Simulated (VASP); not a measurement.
Here is a VASP 6.6.1 calculation.

Contents of INCAR:

```
SYSTEM = Pd
  PREC = Accurate
  ENCUT = 600
  EDIFF = 1E-7
  ISMEAR = 0
  SIGMA = 0.1
  LREAL = .False.
  LASPH = .True.
  NELM = 100
  ALGO = Normal
  ISIF = 3
  LWAVE = .False.
  LCHARG = .False.
  GGA = PS
  IBRION = 2
  NSW = 80
  EDIFFG = -0.01
```

The input KPOINTS:

```
Automatic mesh
0
Gamma
  18 18 18
  0 0 0
```

The input POSCAR:

```
Pd
1.0
    0.0000000000      1.9391614246      1.9391614246
    1.9391614246      0.0000000000      1.9391614246
    1.9391614246      1.9391614246      0.0000000000
Pd
1
Direct
    0.0000000000      0.0000000000      0.0000000000
```

Potentials or basis: VASP PAW PBE potentials, release 64 (Pd).

Run with:

```sh
$ cat potpaw_PBE.64/Pd/POTCAR > POTCAR
$ mpirun -np 1 vasp_std > vasp.out
```

What does it give for the relaxed volume?

14.52 Å³/atom.

What does it give for the relaxed cell?

a = 2.738 Å, b = 2.738 Å, c = 2.738 Å, α = 60.00°, β = 60.00°, γ = 60.00°.

Step by step:
```tsv
step	energy change (eV)	largest force (eV/Å)	pressure (GPa)	volume (Å³)
1	0.0000	0.0000	-0.89	14.58
2	0.0003	0.0000	1.56	14.41
3	-0.0002	0.0000	0.01	14.52
```

Caveat: the PAW data sets were made with another functional, which shifts forces and pressure a little.
